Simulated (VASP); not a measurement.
Write the native input for VASP 6.6.1 that does the following.

| Property | Result |
| --- | --- |
| Task | relaxation of cell and atoms |
| Functional | PBE |
| Potentials or basis | VASP PAW PBE potentials, release 64 (Ta_pv, Al, C, N) |
| Cutoff | 600 eV |
| k mesh | 6 × 6 × 4 |
| Occupations | gaussian, width 0.1 eV |
| Spin | no spin polarisation |
| Dipole correction | no |
| Further INCAR settings | ALGO = Normal; EDIFF = 1e-06; IBRION = 2; EDIFFG = -0.04; NSW = 90; ISIF = 3 |

The structure of Ta2AlC2N lies in POSCAR:

```
Ta2AlC2N
1.0
    3.2090503651      0.0000000000      0.0000000000
    0.0000000000      3.6482635945      0.0000000000
    0.0000000000      0.0000000000      6.0922099173
Ta Al C N
2 1 2 1
Direct
    0.0000000000      0.0000000000      0.7401420421
    0.0000000000      0.0000000000      0.2598579579
    0.5000000000      0.5000000000      0.0000000000
    0.0000000000      0.5000000000      0.5000000000
    0.5000000000      0.0000000000      0.0000000000
    0.5000000000      0.5000000000      0.5000000000
```

The cell was generated, and may not be a known phase.

The input as run:

INCAR

```
SYSTEM = Ta2AlC2N
PREC = Accurate ; ENCUT = 600
EDIFF = 1E-6 ; ISMEAR = 0
SIGMA = 0.1 ; LREAL = .FALSE.
LASPH = .TRUE. ; NELM = 60
ALGO = Normal ; ISIF = 3
LWAVE = .FALSE. ; LCHARG = .FALSE.
GGA = PE ; IBRION = 2
NSW = 90 ; EDIFFG = -0.04
```

KPOINTS

```
Automatic mesh
0
G
  6 6 4
  0 0 0
```

Potentials or basis: VASP PAW PBE potentials, release 64 (Ta_pv, Al, C, N).

Command:

```bash
$ cat potpaw_PBE.64/Ta_pv/POTCAR potpaw_PBE.64/Al/POTCAR potpaw_PBE.64/C/POTCAR potpaw_PBE.64/N/POTCAR > POTCAR
$ mpirun -np 1 vasp_std > vasp.out
```

Results of the run:

```yaml
Relaxed_volume: 11.87 Å³/atom
Relaxed_cell: a = 3.203 Å, b = 3.653 Å, c = 6.088 Å, α = 90.00°, β = 90.00°, γ = 90.00°
Space_group_after_relaxing_to_0.1_Å: Pmmm (No. 47)
Energy_gained_by_relaxing: 0.5 meV/atom
Ionic_steps: 2
Pressure_after_relaxing: 0.1 GPa
Largest_force_after_relaxing: 0.006 eV/Å
Band_gap_on_the_k_mesh: zero (bands 19 and 20 overlap by 1.31 eV)
```

Caveat: spin-orbit coupling is left out, which moves the levels of the heavy elements.

Wall time 2.3 min on 1 thread of Intel(R) Xeon(R) Platinum 8488C (Sapphire Rapids), with other jobs on the host, peak memory 0.27 GiB.
